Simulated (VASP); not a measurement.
Here is a VASP 6.6.1 calculation.

INCAR

```
SYSTEM = CdS
ALGO     = Normal         ! electronic algorithm
EDIFF    = 1E-6           ! SCF threshold, eV
ENCUT    = 520            ! plane-wave cutoff, eV
GGA      = PS             ! functional
ISIF     = 2              ! what is computed and relaxed
ISMEAR   = 0              ! smearing method
LASPH    = .TRUE.         ! aspherical terms in the spheres
LCHARG   = .TRUE.         ! write CHGCAR
LELF     = .TRUE.         ! ELF
LREAL    = .FALSE.        ! projectors in reciprocal space
LVHAR    = .TRUE.       
LWAVE    = .FALSE.        ! write WAVECAR
NBANDS   = 26             ! bands
NELM     = 100            ! most SCF steps
PREC     = Accurate       ! precision mode
SIGMA    = 0.1            ! smearing width, eV
```

Contents of KPOINTS:

```
k-points
0
G
  6 6 4
  0 0 0
```

Contents of POSCAR:

```
CdS
1.0
    4.1370000000      0.0000000000      0.0000000000
   -2.0685000000      3.5827470955      0.0000000000
    0.0000000000      0.0000000000      6.7160000000
Cd S
2 2
Direct
    0.3333333333      0.6666666667      0.0000000000
    0.6666666667      0.3333333333      0.5000000000
    0.3333333333      0.6666666667      0.3770000000
    0.6666666667      0.3333333333      0.8770000000
```

Potentials or basis: VASP PAW PBE potentials, release 64 (Cd, S).

Launch:

```sh
$ cat potpaw_PBE.64/Cd/POTCAR potpaw_PBE.64/S/POTCAR > POTCAR
$ mpirun -np 1 vasp_std > vasp.out
```

(1) Predict the band gap on the k mesh.

(2) Estimate the pressure.

Results:

(1) 1.08 eV.

(2) 0.0 GPa.

Caveat: the PAW data sets were made with another functional, which shifts forces and pressure a little.
